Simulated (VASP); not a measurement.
# Li2S (Fm-3m) in VASP: a series of runs

Runs on Li2S. Level: LDA. Tasks: electric field gradients.

Program: VASP 6.6.1. These are calculated values, not measurements. Logs are shortened: lines on timing, memory, paths and dates and some standing lists are left out, and cuts for length are marked.

### 1 The cell of the first run

The structure is cubic, space group Fm-3m (No. 225). The conventional cell has a = 5.708 Å, b = 5.708 Å, c = 5.708 Å, α = 90.00°, β = 90.00°, γ = 90.00°. Within 3.3 Å of Li (site symmetry -43m) lie 4 S at 2.47 Å and 6 Li at 2.85 Å. Within 3.3 Å of S (site symmetry m-3m) lie 8 Li at 2.47 Å.

### 2 Electric field gradients, LDA

File INCAR:

```
ALGO = Normal
EDIFF = 1E-8
ENCUT = 650
GGA_COMPAT = False
ISIF = 2
ISMEAR = -1
LASPH = True
LCHARG = False
LEFG = True
LREAL = False
LWAVE = False
NBANDS = 13
NELM = 120
PREC = Accurate
SIGMA = 0.02
```

File KPOINTS:

```
k-points
0
Gamma
  7 7 7
```

File POSCAR:

```
Li2S
1.0
    0.0000000000      2.8540000000      2.8540000000
    2.8540000000      0.0000000000      2.8540000000
    2.8540000000      2.8540000000      0.0000000000
Li S
2 1
Direct
    0.2500000000      0.2500000000      0.2500000000
    0.7500000000      0.7500000000      0.7500000000
    0.0000000000      0.0000000000      0.0000000000
```

Potentials or basis: VASP PAW LDA potentials, release 64 (Li_sv, S).

Launch:

```bash
$ cat potpaw_LDA.64/Li_sv/POTCAR potpaw_LDA.64/S/POTCAR > POTCAR
$ mpirun -np 1 vasp_std > vasp.out
```

OUTCAR:

```text
EDIFF = 1E-8
   ENCUT = 650
   ISIF = 2
   ISMEAR = -1
   LASPH = True
   LREAL = False
   NELM = 120
   PREC = Accurate

 ion  position               nearest neighbor table
   1  0.250  0.250  0.250-   3 2.47   3 2.47   3 2.47   3 2.47
   2  0.750  0.750  0.750-   3 2.47   3 2.47   3 2.47   3 2.47
   3  0.000  0.000  0.000-   2 2.47   2 2.47   2 2.47   1 2.47   2 2.47   1 2.47   1 2.47   1 2.47

  LATTYP: Found a face centered cubic cell.
 ALAT       =     5.7080000000

  Lattice vectors:

 A1 = (   0.0000000000,   2.8540000000,   2.8540000000)
 A2 = (   2.8540000000,   0.0000000000,   2.8540000000)
 A3 = (   2.8540000000,   2.8540000000,   0.0000000000)

Analysis of symmetry for initial positions (statically):
=====================================================================
 Subroutine PRICEL returns:
 Original cell was already a primitive cell.

 Routine SETGRP: Setting up the symmetry group for a
 face centered cubic supercell.

 Subroutine GETGRP returns: Found 48 space group operations
 (whereof 48 operations were pure point group operations)
 out of a pool of 48 trial point group operations.

The static configuration has the point symmetry O_h .

Analysis of symmetry for dynamics (positions and initial velocities):
=====================================================================
 Subroutine PRICEL returns:
 Original cell was already a primitive cell.

 Routine SETGRP: Setting up the symmetry group for a
 face centered cubic supercell.

 Subroutine GETGRP returns: Found 48 space group operations
 (whereof 48 operations were pure point group operations)
 out of a pool of 48 trial point group operations.

The dynamic configuration has the point symmetry O_h .

 Subroutine INISYM returns: Found 48 space group operations
 (whereof 48 operations are pure point group operations),
 and found     1 'primitive' translations

----------------------------------------------------------------------------------------

                                     Primitive cell

  volume of cell :      46.4935

  direct lattice vectors                    reciprocal lattice vectors
     0.000000000  2.854000000  2.854000000    -0.175192712  0.175192712  0.175192712
     2.854000000  0.000000000  2.854000000     0.175192712 -0.175192712  0.175192712
     2.854000000  2.854000000  0.000000000     0.175192712  0.175192712 -0.175192712

  length of vectors
     4.036165507  4.036165507  4.036165507     0.303442678  0.303442678  0.303442678

  position of ions in fractional coordinates (direct lattice)
     0.250000000  0.250000000  0.250000000
     0.750000000  0.750000000  0.750000000
     0.000000000  0.000000000  0.000000000

  ion indices of the primitive-cell ions
   primitive index   ion index
                 1           1
                 2           2
                 3           3

----------------------------------------------------------------------------------------

 KPOINTS: k-points

Automatic generation of k-mesh.
 Grid dimensions read from file:
 generate k-points for:    7    7    7

 Generating k-lattice:

  Cartesian coordinates                     Fractional coordinates (reciprocal lattice)
    -0.025027530  0.025027530  0.025027530     0.142857143  0.000000000  0.000000000
     0.025027530 -0.025027530  0.025027530     0.000000000  0.142857143  0.000000000
     0.025027530  0.025027530 -0.025027530     0.000000000  0.000000000  0.142857143

  Length of vectors
     0.043348954  0.043348954  0.043348954

  Shift w.r.t. Gamma in fractional coordinates (k-lattice)
     0.000000000  0.000000000  0.000000000

 Subroutine IBZKPT returns following result:
 ===========================================

 Found     20 irreducible k-points:

 Following reciprocal coordinates:
            Coordinates               Weight
  0.000000  0.000000  0.000000      1.000000
  0.142857  0.000000  0.000000      8.000000
  0.285714  0.000000  0.000000      8.000000
  0.428571  0.000000  0.000000      8.000000
  0.142857  0.142857  0.000000      6.000000
  0.285714  0.142857  0.000000     24.000000
[... 12 lines left out ...]
 -0.428571  0.428571  0.142857     24.000000
 -0.285714  0.428571  0.142857     24.000000
   k-points           NKPTS =     20   k-points in BZ     NKDIM =     20   number of bands    NBANDS=     13
   number of dos      NEDOS =    301   number of ions     NIONS =      3
   total plane-waves  NPLWV =  46656
   dimension x,y,z NGX =    36 NGY =   36 NGZ =   36
   dimension x,y,z NGXF=    72 NGYF=   72 NGZF=   72
   ions per type =               2   1
   NGX,Y,Z   is equivalent  to a cutoff of  14.83, 14.83, 14.83 a.u.
   NGXF,Y,Z  is equivalent  to a cutoff of  29.66, 29.66, 29.66 a.u.
 SYSTEM =  unknown system
   PREC   = accura    normal or accurate (medium, high low for compatibility)
   ISTART =      0    job   : 0-new  1-cont  2-samecut
   ICHARG =      2    charge: 1-file 2-atom 10-const
   ISPIN  =      1    spin polarized calculation?
   LNONCOLLINEAR =      F non collinear calculations
   LSORBIT =      F    spin-orbit coupling
   LASPH  =      T    aspherical Exc in radial PAW
   ENCUT  =  650.0 eV  47.77 Ry    6.91 a.u.   8.39  8.39  8.39*2*pi/ulx,y,z
   NELM   =    120;   NELMIN=  2; NELMDL= -5     # of ELM steps
   EDIFF  = 0.1E-07   stopping-criterion for ELM
   LREAL  =      F    real-space projection
   EDIFFG = 0.1E-06   stopping-criterion for IOM
   NSW    =      0    number of steps for IOM
   IBRION =     -1    ionic relax: 0-MD 1-quasi-New 2-CG
   NFREE  =      0    steps in history (QN), initial steepest desc. (CG)
   ISIF   =      2    stress and relaxation
   ISYM   =      2    0-nonsym 1-usesym 2-fastsym
   POTIM  = 0.5000    time-step for ionic-motion
   TEBEG  =    0.0;   TEEND  =   0.0 temperature during run
   PSTRESS=    0.0 pullay stress
   NELECT =      12.0000    total number of electrons
   NUPDOWN=      -1.0000    fix difference up-down
   EMIN   =  10.00;   EMAX   =-10.00  energy-range for DOS
   EFERMI =   0.00;   METHOD = LEGACY
   ISMEAR =    -1;   SIGMA  =   0.02  broadening in eV -4-tet -1-fermi 0-gaus
   EFERMI_NEDOS =   21; number of points for ismear=-14 and -15
   IALGO  =     38    algorithm
   IMIX   =      4    mixing-type and parameters
     AMIX     =   0.40;   BMIX     =  1.00
     AMIX_MAG =   1.60;   BMIX_MAG =  1.00
  volume/ion in A,a.u.               =      15.50       104.58
  Fermi-wavevector in a.u.,A,eV,Ry     =   1.042328  1.969715 14.782032  1.086449
  Thomas-Fermi vector in A             =   2.176989
   LORBIT       =      0    0 simple, 1 ext, 2 COOP (PROOUT), +10 PAW based schemes
   GGA     = CA    functional components
   LHFCALC =     F    Hartree Fock is set to
   AEXX    =    0.0000 exact exchange contribution
   IVDW    =     0    specifies the selected vdW correction
   LEPSILON=     F    determine dielectric tensor
   LRPA    =     F    only Hartree local field effects (RPA)
 non-spin polarized calculation
  energy-cutoff  :      650.00
  volume of cell :       46.49
 maximum number of plane-waves:      1807
 NGX is ok and might be reduce to    36
   NGX = 17   NGY = 17   NGZ = 17

 number of electron      11.9999999 magnetization

 Free energy of the ion-electron system (eV)
  ---------------------------------------------------
  ext. energy  EPLUGINS =         0.00000000
  ---------------------------------------------------
  free energy    TOTEN  =       -12.98127134 eV

  energy without entropy =      -12.98127134  energy(sigma->0) =      -12.98127134

 E-fermi :   1.7888     XC(G=0):  -8.8023

 val. band max:        1.3506105664   @ k =   0.0000   0.0000   0.0000
 cond. band min:       4.6698524867   @ k =   0.4286   0.4286   0.0000
 fundamental gap:      3.3192419203
 Fermi energy:         1.7887724235

 k-point     1 :       0.0000    0.0000    0.0000
  band No.  band energies     occupation
      1     -41.8584      2.00000
      2     -41.8112      2.00000
      3      -9.6091      2.00000
      4       1.3506      2.00000
      5       1.3506      2.00000
      6       1.3506      2.00000
      7       5.3911      0.00000
      8       7.3644      0.00000
      9       7.3644      0.00000
     10       7.3644      0.00000
     11      12.4582      0.00000
     12      12.4582      0.00000
     13      13.4550      0.00000

 k-point     2 :       0.1429    0.0000    0.0000
  band No.  band energies     occupation
      1     -41.8558      2.00000
      2     -41.8132      2.00000
      3      -9.5363      2.00000
      4       0.5862      2.00000
      5       1.2351      2.00000
      6       1.2351      2.00000
      7       5.9248      0.00000
      8       7.6604      0.00000
      9       7.6604      0.00000
     10       7.8293      0.00000
     11      11.2785      0.00000
     12      11.2785      0.00000
     13      13.6680      0.00000

 k-point     3 :       0.2857    0.0000    0.0000
  band No.  band energies     occupation
      1     -41.8488      2.00000
      2     -41.8194      2.00000
      3      -9.3596      2.00000
      4      -0.6595      2.00000
      5       1.0086      2.00000
      6       1.0086      2.00000
      7       6.6700      0.00000
      8       7.9411      0.00000
      9       7.9411      0.00000
     10       8.8084      0.00000
     11      11.1878      0.00000
     12      11.1878      0.00000
     13      14.2745      0.00000
[... 241 lines left out ...]
 k-point    19 :      -0.4286    0.4286    0.1429
  band No.  band energies     occupation
      1     -41.8390      2.00000
      2     -41.8278      2.00000
      3      -9.0705      2.00000
      4      -0.7865      2.00000
      5      -0.2108      2.00000
      6      -0.1301      2.00000
      7       5.6556      0.00000
      8       8.8826      0.00000
      9       9.5066      0.00000
     10      11.7168      0.00000
     11      11.9763      0.00000
     12      13.1511      0.00000
     13      14.5655      0.00000

 k-point    20 :      -0.2857    0.4286    0.1429
  band No.  band energies     occupation
      1     -41.8344      2.00000
      2     -41.8325      2.00000
      3      -9.0526      2.00000
      4      -0.7663      2.00000
      5      -0.5360      2.00000
      6      -0.0302      2.00000
      7       6.4598      0.00000
      8       8.5873      0.00000
      9       9.9982      0.00000
     10      10.5220      0.00000
     11      12.0604      0.00000
     12      12.2834      0.00000
     13      14.6913      0.00000

------------------------ aborting loop because EDIFF is reached ----------------------------------------

  FORCE on cell =-STRESS in cart. coord.  units (eV):
  Direction    XX          YY          ZZ          XY          YZ          ZX
  --------------------------------------------------------------------------------------
  -------------------------------------------------------------------------------------
  Total       -0.9041162     -0.9041162     -0.9041162      0.0000000     -0.0000000      0.0000000
  in kB      -31.1560880    -31.1560880    -31.1560880      0.0000000     -0.0000000      0.0000000
  external PRESSURE =     -31.1560880 kB  Pullay stress =       0.0000000 kB

 VOLUME and BASIS-vectors are now :
 -----------------------------------------------------------------------------
  energy-cutoff  :      650.00
  volume of cell :       46.49
      direct lattice vectors                 reciprocal lattice vectors
     0.000000000  2.854000000  2.854000000    -0.175192712  0.175192712  0.175192712
     2.854000000  0.000000000  2.854000000     0.175192712 -0.175192712  0.175192712
     2.854000000  2.854000000  0.000000000     0.175192712  0.175192712 -0.175192712

 POSITION                                       TOTAL-FORCE (eV/Angst)
 -----------------------------------------------------------------------------------
      1.42700      1.42700      1.42700        -0.000000     -0.000000     -0.000000
      4.28100      4.28100      4.28100         0.000000      0.000000      0.000000
      0.00000      0.00000      0.00000        -0.000000      0.000000      0.000000
 -----------------------------------------------------------------------------------
    total drift:                                0.000000      0.000000      0.000000

  FREE ENERGIE OF THE ION-ELECTRON SYSTEM (eV)
  ---------------------------------------------------
  free  energy   TOTEN  =       -12.9812713397 eV

  energy  without entropy=      -12.9812713397  energy(sigma->0) =      -12.98127134

 Electric field gradients (V/A^2)
---------------------------------------------------------------------
 ion       V_xx      V_yy      V_zz      V_xy      V_xz      V_yz
---------------------------------------------------------------------
   1      -0.000     0.000    -0.000     0.003     0.003     0.003
   2      -0.000    -0.000    -0.000     0.003     0.003     0.003
   3      -0.000     0.000    -0.000     0.000     0.000     0.000
---------------------------------------------------------------------

 Electric field gradients after diagonalization (V/A^2)
 (convention: |V_zz| > |V_xx| > |V_yy|)
----------------------------------------------------------------------
 ion       V_xx      V_yy      V_zz     asymmetry (V_yy - V_xx)/ V_zz
----------------------------------------------------------------------
   1      -0.003    -0.003     0.005       0.000
   2      -0.003    -0.003     0.005       0.000
   3      -0.000    -0.000     0.000       0.000
----------------------------------------------------------------------

           NMR quadrupolar parameters

 Cq : quadrupolar parameter    Cq=e*Q*V_zz/h
 eta: asymmetry parameters     (V_yy - V_xx)/ V_zz
 Q  : nuclear electric quadrupole moment in mb (millibarn)
----------------------------------------------------------------------
 ion       Cq(MHz)       eta       Q (mb)
----------------------------------------------------------------------
   1       0.000       0.000       1.000
   2       0.000       0.000       1.000
   3       0.000       0.000       1.000
----------------------------------------------------------------------
```

Wall time 8.4 s (1 thread of Intel Xeon 6975P-C (Granite Rapids), shared host); peak memory 0.17 GiB.

What came out:

```
Free energy            : -12.9813 eV
Pressure               : -3.1 GPa
Band gap on the k mesh : 3.32 eV, indirect (least direct gap 4.04 eV)
```

Caveat: without QUAD_EFG the Cq values of the log hold for a quadrupole moment of 1 mb, not for the nuclei. A k mesh can miss the band edges.

(Part 1 of 3 ends here.)
